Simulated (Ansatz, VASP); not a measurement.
**One calculation of GaN, two programs**

```
CELL_PARAMETERS angstrom
0.00000 2.25350 2.25350
2.25350 0.00000 2.25350
2.25350 2.25350 0.00000
ATOMIC_POSITIONS crystal
Ga 0.00000 0.00000 0.00000
N 0.25000 0.25000 0.25000
```

Alike in both runs: task single point; functional BLYP; dispersion D4; k mesh 10 × 10 × 10; occupations fermi-dirac, width 0.05 eV; no spin polarisation.

|  | VASP | Ansatz |
| --- | --- | --- |
| version | VASP 6.6.1 | Ansatz 0.2.0 |
| potentials or method | VASP PAW PBE potentials, release 64 (Ga_d, N) | Ansatz PAW |
| plane-wave cutoff (eV) | 520 | 420 |
| valence electrons in the cell | 18 | 18 |

```csv
,VASP,Ansatz,Ansatz less VASP
gap on the k mesh at the Fermi level (eV),1.81,1.82,+0.011
least direct gap on the mesh (eV),1.81,1.82,+0.011
pressure (GPa),0.5,-0.9,-1.46
```

VASP's potentials were made for PBE, not for BLYP.
